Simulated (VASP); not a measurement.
# InH (Pm-3m) in VASP: further runs, part 2 of 2

VASP 6.6.1.

## Step 4: Relaxation of cell and atoms, PBE

INCAR reads:

```
ALGO = Normal
EDIFF = 1E-7
EDIFFG = -0.01
ENCUT = 600
GGA = PE
IBRION = 2
ISIF = 3
ISMEAR = 0
LASPH = True
LCHARG = False
LREAL = False
LWAVE = False
NELM = 80
NSW = 100
PREC = Accurate
SIGMA = 0.1
```

KPOINTS reads:

```
k-points
0
Gamma
  18 18 18
```

POSCAR reads:

```
InH
1.0
    3.1800265700      0.0000000000      0.0000000000
    0.0000000000      3.1800265700      0.0000000000
    0.0000000000      0.0000000000      3.1800265700
In H
1 1
Direct
    0.0000000000      0.0000000000      0.0000000000
    0.5000000000      0.5000000000      0.5000000000
```

Potentials or basis: VASP PAW PBE potentials, release 64 (In_d, H).

On the command line:

```
$ cat potpaw_PBE.64/In_d/POTCAR potpaw_PBE.64/H/POTCAR > POTCAR
$ mpirun -np 1 vasp_std > vasp.out
```

OUTCAR:

```text
EDIFF = 1E-7
   EDIFFG = -0.01
   ENCUT = 600
   GGA = PE
   IBRION = 2
   ISIF = 3
   ISMEAR = 0
   LASPH = True
   LREAL = False
   NELM = 80
   NSW = 100
   PREC = Accurate

 ion  position               nearest neighbor table
   1  0.000  0.000  0.000-
   2  0.500  0.500  0.500-

  LATTYP: Found a simple cubic cell.
 ALAT       =     3.1800265700

  Lattice vectors:

 A1 = (   3.1800265700,   0.0000000000,   0.0000000000)
 A2 = (   0.0000000000,   3.1800265700,   0.0000000000)
 A3 = (   0.0000000000,   0.0000000000,   3.1800265700)

Analysis of symmetry for initial positions (statically):
=====================================================================
 Subroutine PRICEL returns:
 Original cell was already a primitive cell.

 Routine SETGRP: Setting up the symmetry group for a
 simple cubic supercell.

 Subroutine GETGRP returns: Found 48 space group operations
 (whereof 48 operations were pure point group operations)
 out of a pool of 48 trial point group operations.

The static configuration has the point symmetry O_h .

Analysis of symmetry for dynamics (positions and initial velocities):
=====================================================================
 Subroutine PRICEL returns:
 Original cell was already a primitive cell.

 Routine SETGRP: Setting up the symmetry group for a
 simple cubic supercell.

 Subroutine GETGRP returns: Found 48 space group operations
 (whereof 48 operations were pure point group operations)
 out of a pool of 48 trial point group operations.

The dynamic configuration has the point symmetry O_h .

 Subroutine INISYM returns: Found 48 space group operations
 (whereof 48 operations are pure point group operations),
 and found     1 'primitive' translations

----------------------------------------------------------------------------------------

                                     Primitive cell

  volume of cell :      32.1582

  direct lattice vectors                    reciprocal lattice vectors
     3.180026570  0.000000000  0.000000000     0.314462781  0.000000000  0.000000000
     0.000000000  3.180026570  0.000000000     0.000000000  0.314462781  0.000000000
     0.000000000  0.000000000  3.180026570     0.000000000  0.000000000  0.314462781

  length of vectors
     3.180026570  3.180026570  3.180026570     0.314462781  0.314462781  0.314462781

  position of ions in fractional coordinates (direct lattice)
     0.000000000  0.000000000  0.000000000
     0.500000000  0.500000000  0.500000000

  ion indices of the primitive-cell ions
   primitive index   ion index
                 1           1
                 2           2

----------------------------------------------------------------------------------------

 KPOINTS: k-points

Automatic generation of k-mesh.
 Grid dimensions read from file:
 generate k-points for:   18   18   18

 Generating k-lattice:

  Cartesian coordinates                     Fractional coordinates (reciprocal lattice)
     0.017470155  0.000000000  0.000000000     0.055555556  0.000000000  0.000000000
     0.000000000  0.017470155  0.000000000     0.000000000  0.055555556  0.000000000
     0.000000000  0.000000000  0.017470155     0.000000000  0.000000000  0.055555556

  Length of vectors
     0.017470155  0.017470155  0.017470155

  Shift w.r.t. Gamma in fractional coordinates (k-lattice)
     0.000000000  0.000000000  0.000000000

 Subroutine IBZKPT returns following result:
 ===========================================

 Found    220 irreducible k-points:

 Following reciprocal coordinates:
            Coordinates               Weight
  0.000000  0.000000  0.000000      1.000000
  0.055556  0.000000  0.000000      6.000000
  0.111111  0.000000  0.000000      6.000000
  0.166667  0.000000  0.000000      6.000000
  0.222222  0.000000  0.000000      6.000000
  0.277778  0.000000  0.000000      6.000000
[... 16 lines left out ...]
  0.277778  0.111111  0.000000     24.000000
  0.333333  0.111111  0.000000     24.000000
 [... further k-points ...]
   k-points           NKPTS =    220   k-points in BZ     NKDIM =    220   number of bands    NBANDS=     11
   number of dos      NEDOS =    301   number of ions     NIONS =      2
   total plane-waves  NPLWV =  21952
   dimension x,y,z NGX =    28 NGY =   28 NGZ =   28
   dimension x,y,z NGXF=    56 NGYF=   56 NGZF=   56
   ions per type =               1   1
   NGX,Y,Z   is equivalent  to a cutoff of  14.64, 14.64, 14.64 a.u.
   NGXF,Y,Z  is equivalent  to a cutoff of  29.28, 29.28, 29.28 a.u.
 SYSTEM =  unknown system
   PREC   = accura    normal or accurate (medium, high low for compatibility)
   ISTART =      0    job   : 0-new  1-cont  2-samecut
   ICHARG =      2    charge: 1-file 2-atom 10-const
   ISPIN  =      1    spin polarized calculation?
   LNONCOLLINEAR =      F non collinear calculations
   LSORBIT =      F    spin-orbit coupling
   LASPH  =      T    aspherical Exc in radial PAW
   ENCUT  =  600.0 eV  44.10 Ry    6.64 a.u.   6.35  6.35  6.35*2*pi/ulx,y,z
   NELM   =     80;   NELMIN=  2; NELMDL= -5     # of ELM steps
   EDIFF  = 0.1E-06   stopping-criterion for ELM
   LREAL  =      F    real-space projection
   EDIFFG = -.1E-01   stopping-criterion for IOM
   NSW    =    100    number of steps for IOM
   IBRION =      2    ionic relax: 0-MD 1-quasi-New 2-CG
   NFREE  =      1    steps in history (QN), initial steepest desc. (CG)
   ISIF   =      3    stress and relaxation
   ISYM   =      2    0-nonsym 1-usesym 2-fastsym
   POTIM  = 0.5000    time-step for ionic-motion
   TEBEG  =    0.0;   TEEND  =   0.0 temperature during run
   PSTRESS=    0.0 pullay stress
   NELECT =      14.0000    total number of electrons
   NUPDOWN=      -1.0000    fix difference up-down
   EMIN   =  10.00;   EMAX   =-10.00  energy-range for DOS
   EFERMI =   0.00;   METHOD = LEGACY
   ISMEAR =     0;   SIGMA  =   0.10  broadening in eV -4-tet -1-fermi 0-gaus
   EFERMI_NEDOS =   21; number of points for ismear=-14 and -15
   IALGO  =     38    algorithm
   IMIX   =      4    mixing-type and parameters
     AMIX     =   0.40;   BMIX     =  1.00
     AMIX_MAG =   1.60;   BMIX_MAG =  1.00
  volume/ion in A,a.u.               =      16.08       108.51
  Fermi-wavevector in a.u.,A,eV,Ry     =   1.240757  2.344691 20.945871  1.539478
  Thomas-Fermi vector in A             =   2.375184
   LORBIT       =      0    0 simple, 1 ext, 2 COOP (PROOUT), +10 PAW based schemes
   GGA     = PE    functional components
   LHFCALC =     F    Hartree Fock is set to
   AEXX    =    0.0000 exact exchange contribution
   IVDW    =     0    specifies the selected vdW correction
   LEPSILON=     F    determine dielectric tensor
   LRPA    =     F    only Hartree local field effects (RPA)
 conjugate gradient relaxation of ions
 non-spin polarized calculation
 Gauss-broadening in eV      SIGMA  =   0.10
  energy-cutoff  :      600.00
  volume of cell :       32.16
 maximum number of plane-waves:      1108
 NGX is ok and might be reduce to    28
   NGX = 13   NGY = 13   NGZ = 13

 number of electron      13.9999997 magnetization

 Free energy of the ion-electron system (eV)
  ---------------------------------------------------
  ext. energy  EPLUGINS =         0.00000000
  ---------------------------------------------------
  free energy    TOTEN  =        -4.82615676 eV

  energy without entropy =       -4.82363947  energy(sigma->0) =       -4.82489811

 E-fermi :   5.7108     XC(G=0):  -9.8911

 val. band max:        5.6925424426   @ k =   0.5000   0.5000   0.2222
 cond. band min:       5.7541554358   @ k =   0.4444   0.3889   0.1111
 fundamental gap:      0.0616129932
 Fermi energy:         5.7107653087

 k-point     1 :       0.0000    0.0000    0.0000
  band No.  band energies     occupation
      1      -9.0892      2.00000
      2      -9.0892      2.00000
      3      -8.5571      2.00000
      4      -8.5571      2.00000
      5      -8.5571      2.00000
      6      -3.6414      2.00000
      7       8.0513      0.00000
      8      11.8642      0.00000
      9      11.8642      0.00000
     10      11.8642      0.00000
     11      15.2380      0.00000
[... 309 lines left out ...]
 k-point    24 :       0.3333    0.1111    0.0000
  band No.  band energies     occupation
      1      -9.0331      2.00000
      2      -8.7858      2.00000
      3      -8.6922      2.00000
      4      -8.6633      2.00000
      5      -8.5641      2.00000
      6      -1.6879      2.00000
      7       3.4618      2.00000
      8       9.7178      0.00000
      9      12.8490      0.00000
     10      13.8884      0.00000
     11      16.9017      0.00000

 [... further k-points ...]
[... 5 lines left out ...]
  --------------------------------------------------------------------------------------
  -------------------------------------------------------------------------------------
  Total        0.0160290      0.0160290      0.0160290      0.0000000      0.0000000     -0.0000000
  in kB        0.7985936      0.7985936      0.7985936      0.0000000      0.0000000     -0.0000000
  external PRESSURE =       0.7985936 kB  Pullay stress =       0.0000000 kB

 VOLUME and BASIS-vectors are now :
 -----------------------------------------------------------------------------
  energy-cutoff  :      600.00
  volume of cell :       32.16
      direct lattice vectors                 reciprocal lattice vectors
     3.180026570  0.000000000  0.000000000     0.314462781  0.000000000  0.000000000
     0.000000000  3.180026570  0.000000000     0.000000000  0.314462781  0.000000000
     0.000000000  0.000000000  3.180026570     0.000000000  0.000000000  0.314462781

 POSITION                                       TOTAL-FORCE (eV/Angst)
 -----------------------------------------------------------------------------------
      0.00000      0.00000      0.00000         0.000000      0.000000      0.000000
      1.59001      1.59001      1.59001         0.000000      0.000000      0.000000
 -----------------------------------------------------------------------------------
    total drift:                               -0.000000     -0.000000     -0.000000

  FREE ENERGIE OF THE ION-ELECTRON SYSTEM (eV)
  ---------------------------------------------------
  free  energy   TOTEN  =        -4.8261567571 eV

  energy  without entropy=       -4.8236394684  energy(sigma->0) =       -4.82489811

 reached required accuracy - stopping structural energy minimisation
```

OSZICAR:

```text
N       E                     dE             d eps       ncg     rms          rms(c)
DAV:   1     0.813354996720E+02    0.81335E+02   -0.76836E+03  4861   0.176E+03
DAV:   2    -0.115765642550E+01   -0.82493E+02   -0.80562E+02  4982   0.316E+02
DAV:   3    -0.502494010705E+01   -0.38673E+01   -0.38336E+01  5868   0.734E+01
DAV:   4    -0.511658004216E+01   -0.91640E-01   -0.91606E-01  5841   0.115E+01
DAV:   5    -0.512071851586E+01   -0.41385E-02   -0.41383E-02  6260   0.211E+00    0.302E+00
DAV:   6    -0.485687918709E+01    0.26384E+00   -0.44164E-01  6187   0.726E+00    0.130E+00
DAV:   7    -0.482557156161E+01    0.31308E-01   -0.14001E-01  6085   0.246E+00    0.483E-01
DAV:   8    -0.482615219134E+01   -0.58063E-03   -0.11984E-02  5500   0.137E+00    0.108E-01
DAV:   9    -0.482613505352E+01    0.17138E-04   -0.33020E-04  6519   0.201E-01    0.699E-02
DAV:  10    -0.482615443520E+01   -0.19382E-04   -0.12043E-04  6236   0.143E-01    0.299E-02
DAV:  11    -0.482615755239E+01   -0.31172E-05   -0.89167E-06  5804   0.336E-02    0.850E-03
DAV:  12    -0.482615680206E+01    0.75034E-06   -0.26795E-06  6054   0.906E-03    0.281E-03
DAV:  13    -0.482615675713E+01    0.44925E-07   -0.26173E-07  4397   0.329E-03
   1 F= -.48261568E+01 E0= -.48248981E+01  d E =-.482616E+01
```

CONTCAR:

```text
InH
   1.00000000000000
     3.1800265699999999    0.0000000000000000    0.0000000000000000
     0.0000000000000000    3.1800265699999999    0.0000000000000000
     0.0000000000000000    0.0000000000000000    3.1800265699999999
  In              H
     1     1
Direct
     0.0000000000000000    0.0000000000000000    0.0000000000000000
     0.5000000000000000    0.5000000000000000    0.5000000000000000

  0.00000000E+00  0.00000000E+00  0.00000000E+00
  0.00000000E+00  0.00000000E+00  0.00000000E+00
```

Run time: 82 s. Hardware: 1 thread of Oxide Virtual Turin-like, shared host; peak memory 0.21 GiB.

What came out:

```yaml
Free_energy: -4.8262 eV
Pressure_after_relaxing: 0.1 GPa
Band_gap_on_the_k_mesh: zero (band 7 reaches 8.05 eV, above the bottom of band 8 at 4.90 eV)
```

Final structure:
```xyz
2
Lattice="3.1800 0.0000 0.0000 0.0000 3.1800 0.0000 0.0000 0.0000 3.1800" Properties=species:S:1:pos:R:3 pbc="T T T"
In    0.0000    0.0000    0.0000
H     1.5900    1.5900    1.5900
```

Caveat: the relaxation stopped at its first step, so nothing moved; spin-orbit coupling is left out, which moves the levels of the heavy elements.

## Step 5: The runs side by side

```tsv
task	cell	k mesh	cutoff (eV)	gap on the mesh (eV)	pressure (GPa)
single point	a = 3.180 Å, 2 atoms	6 × 6 × 6	520	none	-0.7
single point	a = 3.183 Å, 2 atoms	18 × 18 × 18	520	none	-0.1
relaxation of cell and atoms	relaxed from a = 3.180 Å, 2 atoms	18 × 18 × 18	600	none	0.1
```

Alike in all rows: level PBE; potentials or basis VASP PAW PBE potentials, release 64 (In_d, H); no spin polarisation; smearing gaussian 0.1 eV.

Caveats: spin-orbit coupling is left out, which moves the levels of the heavy elements; the relaxation stopped at its first step, so nothing moved (some runs).

Total energies depend on the potentials used, so only differences within one code and one set of settings carry meaning.
